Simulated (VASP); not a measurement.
Write the native input for VASP 6.6.1 that does the following.

| Quantity | Value |
| --- | --- |
| Task | single point |
| Functional | LDA |
| Potentials or basis | VASP PAW LDA potentials, release 64 (Ti_sv) |
| Cutoff | 520 eV |
| k mesh | 8 × 8 × 11 |
| Occupations | gaussian, width 0.5 eV |
| Spin | no spin polarisation |
| Dipole correction | no |
| Further INCAR settings | ALGO = Normal; EDIFF = 1e-07; NBANDS = 25 |

The structure of Ti lies in POSCAR:

```
Ti
1.0
    4.6000000000      0.0000000000      0.0000000000
   -2.3000000000      3.9837168600      0.0000000000
    0.0000000000      0.0000000000      2.8200000000
Ti
3
Direct
    0.0000000000      0.0000000000      0.0000000000
    0.3333333333      0.6666666667      0.5000000000
    0.6666666667      0.3333333333      0.5000000000
```

The input as run:

INCAR

```
SYSTEM = Ti
  PREC = Accurate
  ENCUT = 520
  EDIFF = 1E-7
  ISMEAR = 0
  SIGMA = 0.5
  LREAL = .False.
  LASPH = .True.
  NELM = 100
  ALGO = Normal
  ISIF = 2
  LWAVE = .False.
  LCHARG = .True.
  GGA = CA
  LELF = .True.
  LVHAR = .True.
  NBANDS = 25
```

KPOINTS

```
regular mesh
0
Gamma
  8 8 11
  0 0 0
```

Potentials or basis: VASP PAW LDA potentials, release 64 (Ti_sv).

Command:

```bash
$ cat potpaw_LDA.64/Ti_sv/POTCAR > POTCAR
$ mpirun -np 1 vasp_std > vasp.out
```

It gave:

The pressure is -8.4 GPa. The band gap on the k mesh is zero (band 18 reaches 8.23 eV, above the bottom of band 19 at 7.96 eV).

It took 65 s on 1 thread of Intel(R) Xeon(R) Platinum 8259CL CPU @ 2.50GHz (Skylake/Cascade Lake), with other jobs on the host, peak memory 0.19 GiB.
